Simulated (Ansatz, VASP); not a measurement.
## SiO2: VASP beside Ansatz

```
Si O
1.0
     4.74600    0.00000    0.00000
     0.00000    4.74600    0.00000
     0.00000    0.00000    6.44500
Si O
4 8
Direct
  0.32809 0.32809 0.00000
  0.17191 0.82809 0.25000
  0.67191 0.67191 0.50000
  0.82809 0.17191 0.75000
  0.22659 0.16041 0.20691
  0.33959 0.72659 0.45691
  0.77341 0.83959 0.70691
  0.66041 0.27341 0.95691
  0.72659 0.33959 0.54309
  0.83959 0.77341 0.29309
  0.27341 0.66041 0.04309
  0.16041 0.22659 0.79309
```

Alike in both runs: task electric field gradients; functional r2SCAN; k mesh 5 × 5 × 3; occupations fermi-dirac, width 0.02 eV; no spin polarisation.

|  | VASP | Ansatz |
| --- | --- | --- |
| version | VASP 6.6.1 | Ansatz 0.2.0 |
| potentials or method | VASP PAW PBE potentials, release 64 (Si, O) | plane-wave PAW, scalar-relativistic |
| plane-wave cutoff (eV) | 520 | 500 |
| valence electrons in the cell | 64 | 64 |

|  | VASP | Ansatz | Ansatz less VASP |
| --- | --- | --- | --- |
| gap on the k mesh at the Fermi level (eV) | 6.54 | 6.54 | -0.002 |
| pressure (GPa) | 0.2 | -0.4 | -0.60 |
| traceless stress, the component that is largest in VASP (GPa) | -0.54 | -0.50 | +0.039 |
| rms of the force components (eV/Å) | 0.173 | 0.185 | +0.0126 |
| size of Vzz on the site where it differs most (V/Å²) | 80.2 | 87.3 | +7.08 |

VASP's potentials were made for PBE, not for r2SCAN. Atom by atom the forces differ by 0.019 eV/Å (rms over components).
